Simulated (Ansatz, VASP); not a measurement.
**Zr in VASP and in Ansatz**

File INCAR:

```
PREC     = Accurate       # precision mode
ENCUT    = 520            # plane-wave cutoff, eV
EDIFF    = 1E-6           # SCF threshold, eV
ISMEAR   = 0              # smearing method
SIGMA    = 0.15           # smearing width, eV
LREAL    = False          # projectors in reciprocal space
LASPH    = True           # aspherical terms in the spheres
NELM     = 80             # most SCF steps
ALGO     = Fast           # electronic algorithm
ISIF     = 2              # what is computed and relaxed
LWAVE    = False          # write WAVECAR
LCHARG   = False          # write CHGCAR
GGA      = PS             # functional
NBANDS   = 12             # bands
```

KPOINTS

```
Automatic mesh
0
Gamma
  20 20 20
```

Contents of POSCAR:

```
Zr
1.0
    0.0000000000      2.2550000000      2.2550000000
    2.2550000000      0.0000000000      2.2550000000
    2.2550000000      2.2550000000      0.0000000000
Zr
1
Direct
    0.0000000000      0.0000000000      0.0000000000
```

Input for Ansatz:

```yaml
crystal:
  lattice:
    - [0.0, 2.255, 2.255]
    - [2.255, 0.0, 2.255]
    - [2.255, 2.255, 0.0]
  atoms:
    - { symbol: Zr, position: [0.0, 0.0, 0.0] }
basis:
  ecutwfc: 420
kpoints:
  mp_grid: { grid: [20, 20, 20] }
hamiltonian:
  xc: pbesol
scf:
  occupations: { method: gaussian, width: 0.15 }
output:
  forces: true
  stress: true
  eigenvalues: true
```

Alike in both runs: task single point; functional PBEsol; k mesh 20 × 20 × 20; occupations gaussian, width 0.15 eV; no spin polarisation.

|  | VASP | Ansatz |
| --- | --- | --- |
| version | VASP 6.6.1 | Ansatz 0.2.0 |
| potentials or method | VASP PAW PBE potentials, release 64 (Zr_sv), cutoff 520 eV | scalar-relativistic, plane waves, PAW |
| valence electrons in the cell | 12 | 12 |

VASP gave:

```
gap on the k mesh at the Fermi level (eV) : none
pressure (GPa)                            : -2.7
```

Question: Estimate Ansatz's values.

Answer: gap on the k mesh at the Fermi level (eV): none; pressure (GPa): -2.8.

VASP's potentials were made for PBE, not for PBEsol. A gap of «none» marks a metal or a gap that the smearing closes.
